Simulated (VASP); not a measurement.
Set up this calculation in VASP 6.6.1, as the native input.

```yaml
Task: single point
Functional: PBEsol
Potentials_or_basis: VASP PAW PBE potentials, release 64 (Ag, Cl)
Cutoff: 520 eV
k_mesh: 9 × 9 × 9
Occupations: fermi-dirac, width 0.01 eV
Spin: no spin polarisation
Dipole_correction: no
Further_INCAR_settings: ALGO = Normal; EDIFF = 1e-07; NBANDS = 16
```

The structure of AgCl lies in POSCAR:

```
AgCl
1.0
    0.0000000000      2.8275392985      2.8275392985
    2.8275392985      0.0000000000      2.8275392985
    2.8275392985      2.8275392985      0.0000000000
Ag Cl
1 1
Direct
    0.5000000000      0.5000000000      0.5000000000
    0.0000000000      0.0000000000      0.0000000000
```

This cell differs from its parent crystal: volume scaled by 1.06.

One way to write it, as run:

INCAR

```
PREC = Accurate
ENCUT = 520
EDIFF = 1E-7
ISMEAR = -1
SIGMA = 0.01
LREAL = False
LASPH = True
NELM = 60
ALGO = Normal
ISIF = 2
LWAVE = False
LCHARG = True
GGA = PS
LELF = True
LVHAR = True
NBANDS = 16
```

KPOINTS

```
Automatic mesh
0
Gamma
  9 9 9
```

Potentials or basis: VASP PAW PBE potentials, release 64 (Ag, Cl).

The run is started by

```console
$ cat potpaw_PBE.64/Ag/POTCAR potpaw_PBE.64/Cl/POTCAR > POTCAR
$ mpirun -np 1 vasp_std > vasp.out
```

Results of the run:

```
Pressure               : -4.8 GPa
Band gap on the k mesh : 0.80 eV, indirect (least direct gap 2.83 eV)
```

Caveat: the PAW data sets were made with another functional, which shifts forces and pressure a little.

Wall time 22 s on 1 thread of Intel(R) Xeon(R) Platinum 8259CL CPU @ 2.50GHz (Skylake/Cascade Lake), with other jobs on the host, peak memory 0.18 GiB.
